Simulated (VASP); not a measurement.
# Zn in VASP: relaxation of the atoms with PBE

Aim: the relaxation of the atoms of Zn with PBE.

Program: VASP 6.6.1. These are calculated values, not measurements. Logs are shortened: lines on timing, memory, paths and dates and some standing lists are left out, and cuts for length are marked.

### 1 The cell of the first run

The cell holds a slab with vacuum, 5 atoms: a = 2.636 Å, b = 2.636 Å, c = 26.185 Å, α = 90.00°, β = 90.00°, γ = 120.00°.

### 2 Relaxation of the atoms, PBE

The input, INCAR:

```
SYSTEM = Zn
PREC = Accurate
ENCUT = 450
EDIFF = 1E-7
ISMEAR = -1
SIGMA = 0.08
LREAL = .FALSE.
LASPH = .TRUE.
NELM = 120
ALGO = Normal
ISIF = 2
LWAVE = .FALSE.
LCHARG = .FALSE.
LDIPOL = .TRUE.
IDIPOL = 3
DIPOL = 0.5 0.5 0.500
GGA = PE
IBRION = 2
NSW = 32
EDIFFG = -0.01
GGA_COMPAT = .FALSE.
NELMIN = 4
NELMDL = -8
KPAR = 4
```

The input, KPOINTS:

```
regular mesh
0
G
  16 16 1
  0 0 0
```

The input, POSCAR:

```
Zn
1.0
    2.6356265398      0.0000000000      0.0000000000
   -1.3178132699      2.2825195384      0.0000000000
    0.0000000000      0.0000000000     26.1851000000
Zn
5
Direct
    0.0000000000      0.0000000000      0.3147095480
    0.3333333333      0.6666666667      0.4085964595
    0.0000000000      0.0000000000      0.4999999996
    0.3333333333      0.6666666667      0.5914035387
    0.0000000000      0.0000000000      0.6852904539
```

Potentials or basis: VASP PAW PBE potentials, release 64 (Zn).

On the command line:

```bash
$ cat potpaw_PBE.64/Zn/POTCAR > POTCAR
$ mpirun -np 4 vasp_std > vasp.out
```

OUTCAR:

```text
SYSTEM = Zn
   PREC = Accurate
   ENCUT = 450
   EDIFF = 1E-7
   ISMEAR = -1
   LREAL = .FALSE.
   LASPH = .TRUE.
   NELM = 120
   ISIF = 2
   GGA = PE
   IBRION = 2
   NSW = 32
   EDIFFG = -0.01
   NELMIN = 4
   NELMDL = -8

 ion  position               nearest neighbor table
   1  0.000  0.000  0.315-   2 2.89   2 2.89   2 2.89
   2  0.333  0.667  0.409-   3 2.84   3 2.84   3 2.84   1 2.89   1 2.89   1 2.89
   3  0.000  0.000  0.500-   4 2.84   4 2.84   4 2.84   2 2.84   2 2.84   2 2.84
   4  0.333  0.667  0.591-   3 2.84   3 2.84   3 2.84   5 2.89   5 2.89   5 2.89
   5  0.000  0.000  0.685-   4 2.89   4 2.89   4 2.89

  LATTYP: Found a hexagonal cell.
 ALAT       =     2.6356265398
 C/A-ratio  =     9.9350570366

  Lattice vectors:

 A1 = (   2.6356265398,   0.0000000000,   0.0000000000)
 A2 = (  -1.3178132699,   2.2825195384,   0.0000000000)
 A3 = (   0.0000000000,   0.0000000000,  26.1851000000)

Analysis of symmetry for initial positions (statically):
=====================================================================
 Subroutine PRICEL returns:
 Original cell was already a primitive cell.

 Routine SETGRP: Setting up the symmetry group for a
 hexagonal supercell.

 Subroutine GETGRP returns: Found 12 space group operations
 (whereof 12 operations were pure point group operations)
 out of a pool of 24 trial point group operations.

The static configuration has the point symmetry D_3h.

Analysis of symmetry for dynamics (positions and initial velocities):
=====================================================================
 Subroutine PRICEL returns:
 Original cell was already a primitive cell.

 Routine SETGRP: Setting up the symmetry group for a
 hexagonal supercell.

 Subroutine GETGRP returns: Found 12 space group operations
 (whereof 12 operations were pure point group operations)
 out of a pool of 24 trial point group operations.

The dynamic configuration has the point symmetry D_3h.

 Subroutine INISYM returns: Found 12 space group operations
 (whereof 12 operations are pure point group operations),
 and found     1 'primitive' translations

[... 106 lines left out ...]
   ISIF   =      2    stress and relaxation
   ISYM   =      2    0-nonsym 1-usesym 2-fastsym
   POTIM  = 0.5000    time-step for ionic-motion
   TEBEG  =    0.0;   TEEND  =   0.0 temperature during run
   PSTRESS=    0.0 pullay stress
   NELECT =      60.0000    total number of electrons
   NUPDOWN=      -1.0000    fix difference up-down
   EMIN   =  10.00;   EMAX   =-10.00  energy-range for DOS
   EFERMI =   0.00;   METHOD = LEGACY
   ISMEAR =    -1;   SIGMA  =   0.08  broadening in eV -4-tet -1-fermi 0-gaus
   EFERMI_NEDOS =   21; number of points for ismear=-14 and -15
   IALGO  =     38    algorithm
   IMIX   =      4    mixing-type and parameters
     AMIX     =   0.40;   BMIX     =  1.00
     AMIX_MAG =   1.60;   BMIX_MAG =  1.00
  volume/ion in A,a.u.               =      31.51       212.61
  Fermi-wavevector in a.u.,A,eV,Ry     =   1.186700  2.242538 19.160507  1.408258
  Thomas-Fermi vector in A             =   2.322867
   LORBIT       =      0    0 simple, 1 ext, 2 COOP (PROOUT), +10 PAW based schemes
   GGA     = PE    functional components
   LHFCALC =     F    Hartree Fock is set to
   AEXX    =    0.0000 exact exchange contribution
   IVDW    =     0    specifies the selected vdW correction
   LEPSILON=     F    determine dielectric tensor
   LRPA    =     F    only Hartree local field effects (RPA)
 conjugate gradient relaxation of ions
 non-spin polarized calculation
  energy-cutoff  :      450.00
  volume of cell :      157.53
 maximum number of plane-waves:      3462
   NGX =  9   NGY =  9   NGZ = 91

--------------------------------------- Ionic step        1  -------------------------------------------

 number of electron      60.0000005 magnetization

 Free energy of the ion-electron system (eV)
  ---------------------------------------------------
  ext. energy  EPLUGINS =         0.00000000
  ---------------------------------------------------
  free energy    TOTEN  =        -5.31954700 eV

  energy without entropy =       -5.30168020  energy(sigma->0) =       -5.31061360

------------------------ aborting loop because EDIFF is reached ----------------------------------------

  FORCE on cell =-STRESS in cart. coord.  units (eV):
  Direction    XX          YY          ZZ          XY          YZ          ZX
  --------------------------------------------------------------------------------------
  -------------------------------------------------------------------------------------
  Total        0.5552537      0.5552537      0.0255168     -0.0000000      0.0000000      0.0000000
  in kB        5.6474110      5.6474110      0.2595280     -0.0000000      0.0000000      0.0000000
  external PRESSURE =       3.8514500 kB  Pullay stress =       0.0000000 kB
[... 104 lines left out ...]
--------------------------------------- Ionic step        4  -------------------------------------------

 number of electron      60.0000009 magnetization

 dipolmoment           0.000000      0.000000      0.000000 electrons x Angstroem

 Free energy of the ion-electron system (eV)
  ---------------------------------------------------
  ext. energy  EPLUGINS =         0.00000000
  ---------------------------------------------------
  free energy    TOTEN  =        -5.31968227 eV

  energy without entropy =       -5.30143720  energy(sigma->0) =       -5.31055973

 E-fermi :  -0.5659     XC(G=0):  -6.0752

 val. band max:       -0.5753727663   @ k =   0.3750   0.2500   0.0000
 cond. band min:      -0.5367119482   @ k =   0.0000   0.0000   0.0000
 fundamental gap:      0.0386608181
 Fermi energy:        -0.5658637013

 k-point     1 :       0.0000    0.0000    0.0000
  band No.  band energies     occupation
      1     -11.0748      2.00000
      2     -10.3476      2.00000
      3      -9.6444      2.00000
      4      -9.2529      2.00000
      5      -9.2515      2.00000
      6      -8.5431      2.00000
[... 925 lines left out ...]
     35       5.1532      0.00000
     36       5.2162      0.00000

 [... further k-points ...]

------------------------ aborting loop because EDIFF is reached ----------------------------------------

 vacuum level on the upper side and lower side of the slab       (xc-potential included)        -0.011        -0.011

  FORCE on cell =-STRESS in cart. coord.  units (eV):
  Direction    XX          YY          ZZ          XY          YZ          ZX
  --------------------------------------------------------------------------------------
  -------------------------------------------------------------------------------------
  Total        0.5323485      0.5323485     -0.0111803      0.0000000      0.0000000      0.0000000
  in kB        5.4144456      5.4144456     -0.1137129      0.0000000      0.0000000      0.0000000
  external PRESSURE =       3.5717261 kB  Pullay stress =       0.0000000 kB
[... 20 lines left out ...]
  FREE ENERGIE OF THE ION-ELECTRON SYSTEM (eV)
  ---------------------------------------------------
  free  energy   TOTEN  =        -5.3196822678 eV

  energy  without entropy=       -5.3014372011  energy(sigma->0) =       -5.31055973

 reached required accuracy - stopping structural energy minimisation

 vacuum level on the upper side and lower side of the slab         3.387         3.387
```

OSZICAR:

```text
N       E                     dE             d eps       ncg     rms          rms(c)
DAV:   1     0.374176774996E+03    0.37418E+03   -0.27707E+04  2160   0.190E+03
DAV:   2     0.252356941441E+02   -0.34894E+03   -0.34114E+03  2172   0.411E+02
DAV:   3    -0.534473718479E+01   -0.30580E+02   -0.30393E+02  2316   0.140E+02
[... 42 lines left out ...]
DAV:   2    -0.531968288056E+01   -0.41605E-04   -0.43690E-04  2284   0.159E-01    0.134E-02
DAV:   3    -0.531968285483E+01    0.25735E-07   -0.10072E-05  2348   0.479E-02    0.848E-03
DAV:   4    -0.531968247027E+01    0.38455E-06   -0.20552E-06  2372   0.371E-02    0.317E-03
DAV:   5    -0.531968229981E+01    0.17046E-06   -0.66693E-07  2324   0.268E-02    0.721E-04
DAV:   6    -0.531968226776E+01    0.32049E-07   -0.15389E-07  1252   0.600E-03
   4 F= -.53196823E+01 E0= -.53105597E+01  d E =-.135271E-03
```

CONTCAR:

```text
Zn
   1.00000000000000
     2.6356265398000001    0.0000000000000000    0.0000000000000000
    -1.3178132699000000    2.2825195383999999    0.0000000000000000
     0.0000000000000000    0.0000000000000000   26.1850999999999985
  Zn
     5
Direct
     0.0000000000000000    0.0000000000000000    0.3144532650765657
     0.3333333332999970    0.6666666667000030    0.4085744994538800
     1.0000000000000000    1.0000000000000000    0.4999999996000000
     0.3333333332999970    0.6666666667000030    0.5914254987461234
     1.0000000000000000    0.0000000000000000    0.6855467368234398

  0.00000000E+00  0.00000000E+00  0.00000000E+00
  0.00000000E+00  0.00000000E+00  0.00000000E+00
  0.00000000E+00  0.00000000E+00  0.00000000E+00
  0.00000000E+00  0.00000000E+00  0.00000000E+00
  0.00000000E+00  0.00000000E+00  0.00000000E+00
```

It took 3.7 min on 4 MPI ranks of Intel Xeon Platinum 8375C at 2.90GHz (Ice Lake), shared host; peak memory 0.28 GiB.

Results:

```
Free energy                  : -5.3197 eV
Energy gained by relaxing    : 0.0 meV/atom
Ionic steps                  : 4
Largest force after relaxing : 0.008 eV/Å
Band gap on the k mesh       : zero (bands 30 and 31 overlap by 3.72 eV)
```

Forces in eV/Å, atoms in the order of the input:
```
Zn   0.000  0.000 -0.006
Zn   0.000  0.000 -0.008
Zn   0.000  0.000  0.000
Zn   0.000  0.000  0.008
Zn   0.000  0.000  0.006
```

Step by step:
```
step  energy change (eV)  largest force (eV/Å)  pressure (GPa)
   1              0.0000                0.0139            0.39
   2              0.0000                0.0128            0.38
   3             -0.0001                0.0106            0.38
   4             -0.0001                0.0076            0.36
```

Final structure:
```
Zn
1.0
     2.63563    0.00000    0.00000
    -1.31781    2.28252    0.00000
     0.00000    0.00000   26.18510
Zn
5
Direct
  0.00000 0.00000 0.31445
  0.33333 0.66667 0.40857
  0.00000 0.00000 0.50000
  0.33333 0.66667 0.59143
  0.00000 0.00000 0.68555
```

The gap in the log of VASP goes by the Fermi energy; the results here count the filled bands.